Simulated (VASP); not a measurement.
# TiO2: single point with RPBE+D4

TiO2:

```
CELL_PARAMETERS angstrom
-1.89342 1.89342 4.77922
1.89342 -1.89342 4.77922
1.89342 1.89342 -4.77922
ATOMIC_POSITIONS crystal
Ti 0.75000 0.25000 0.50000
Ti 0.00000 0.00000 0.00000
O 0.79151 0.79151 0.00000
O 0.54151 0.04151 0.50000
O 0.95849 0.45849 0.50000
O 0.20849 0.20849 0.00000
```

| Quantity | Value |
| --- | --- |
| Program | VASP 6.6.1 |
| Task | single point |
| Functional | RPBE |
| Dispersion | D4 |
| Potentials or basis | VASP PAW PBE potentials, release 64 (Ti_sv, O) |
| Cutoff | 520 eV |
| k mesh | 10 × 10 × 10 |
| Occupations | fermi-dirac, width 0.05 eV |
| Spin | no spin polarisation |

The pressure is 0.6 GPa, the largest force is 0.019 eV/Å and the band gap on the k mesh is 2.13 eV (least direct gap 2.47 eV). The dispersion energy per atom is -0.398 eV.

Forces in eV/Å, atoms in the order of the input:
```
Ti   0.000  0.000  0.000
Ti   0.000  0.000  0.000
O    0.000  0.000 -0.019
O    0.000  0.000 -0.019
O    0.000  0.000  0.019
O    0.000  0.000  0.019
```

Stress tensor (GPa, compression positive):
```
0.60 0.00 0.00
0.00 0.60 0.00
0.00 0.00 0.72
```

Levels at points of the mesh, in eV from the valence-band top:
| k point | band 20 | band 21 | band 22 | band 23 | band 24 | band 25 | band 26 | band 27 | band 28 | band 29 |
| --- | --- | --- | --- | --- | --- | --- | --- | --- | --- | --- |
| (0.00, 0.00, 0.00) | -0.78 | -0.77 | -0.77 | -0.46 | -0.46 | 2.13 | 2.84 | 3.96 | 3.96 | 3.99 |
| (0.50, 0.00, 0.00) | -1.93 | -1.92 | -0.93 | -0.86 | -0.65 | 3.24 | 3.54 | 3.54 | 3.64 | 4.26 |
| (0.50, 0.50, 0.00) | -2.64 | -2.05 | -2.05 | -0.03 | -0.03 | 3.33 | 3.33 | 3.80 | 3.80 | 4.87 |
| (0.50, 0.50, 0.50) | -1.33 | -1.27 | -1.27 | -0.13 | -0.13 | 2.48 | 2.48 | 3.75 | 3.75 | 4.22 |

Wall time 11 min on 1 thread of Intel Xeon 8259CL (shared host), peak memory 0.37 GiB.

Caveat: the PAW data sets were made with another functional, which shifts forces and pressure a little. RPBE gaps usually lie below the measured ones, often by a third to a half.
